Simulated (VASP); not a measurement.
Set up this calculation in VASP 6.6.1, as the native input.

```yaml
Task: single point
Functional: r2SCAN
Potentials_or_basis: VASP PAW PBE potentials, release 64 (Sb, Ga_d)
Cutoff: 520 eV
k_mesh: 10 × 10 × 10
Occupations: fermi-dirac, width 0.05 eV
Spin: no spin polarisation
Dipole_correction: no
Further_INCAR_settings: ALGO = Normal; EDIFF = 1e-07; NBANDS = 16
```

Crystal: GaSb.

```xyz
2
Lattice="-1.5764 2.7102 2.9314 1.5764 -2.7102 2.9314 1.5764 2.7102 -2.9314" Properties=species:S:1:pos:R:3 pbc="T T T"
Sb    0.0000    0.0000    2.9314
Ga    0.0000    0.0000    0.0000
```

The input as run:

POSCAR

```
GaSb
1.0
   -1.5763757296      2.7102044447      2.9313872741
    1.5763757296     -2.7102044447      2.9313872741
    1.5763757296      2.7102044447     -2.9313872741
Sb Ga
1 1
Direct
    0.5000000000      0.5000000000      0.0000000000
    0.0000000000      0.0000000000      0.0000000000
```

INCAR.step1

```
SYSTEM = GaSb
PREC = Accurate
ENCUT = 520
ISMEAR = -1
SIGMA = 0.05
LREAL = .False.
LASPH = .True.
NELM = 60
NBANDS = 16
GGA = PE
ALGO = Normal
EDIFF = 1E-4
LWAVE = .True.
LCHARG = .False.
```

INCAR.step2

```
SYSTEM = GaSb
PREC = Accurate
ENCUT = 520
EDIFF = 1E-7
ISMEAR = -1
SIGMA = 0.05
LREAL = .False.
LASPH = .True.
NELM = 60
ALGO = Normal
ISIF = 2
LWAVE = .False.
LCHARG = .False.
METAGGA = R2SCAN
LMIXTAU = .True.
NBANDS = 16
ISTART = 1
```

KPOINTS

```
regular mesh
0
Gamma
  10 10 10
  0 0 0
```

Potentials or basis: VASP PAW PBE potentials, release 64 (Sb, Ga_d).

Launch:

```console
$ cat potpaw_PBE.64/Sb/POTCAR potpaw_PBE.64/Ga_d/POTCAR > POTCAR
$ cp INCAR.step1 INCAR
$ mpirun -np 1 vasp_std > vasp.out
$ cp INCAR.step2 INCAR
$ mpirun -np 1 vasp_std > vasp.out
```

It gave:

```json
{"Pressure": "-3.6 GPa", "Band gap on the k mesh": "zero (band 9 reaches 7.96 eV, above the bottom of band 10 at 3.54 eV)"}
```

Caveat: the PAW data sets were made with another functional, which shifts forces and pressure a little; spin-orbit coupling is left out, which moves the levels of the heavy elements.

Run time: 7.6 min on 1 thread of Intel(R) Xeon(R) Platinum 8488C (Sapphire Rapids) (shared host), peak memory 0.29 GiB.
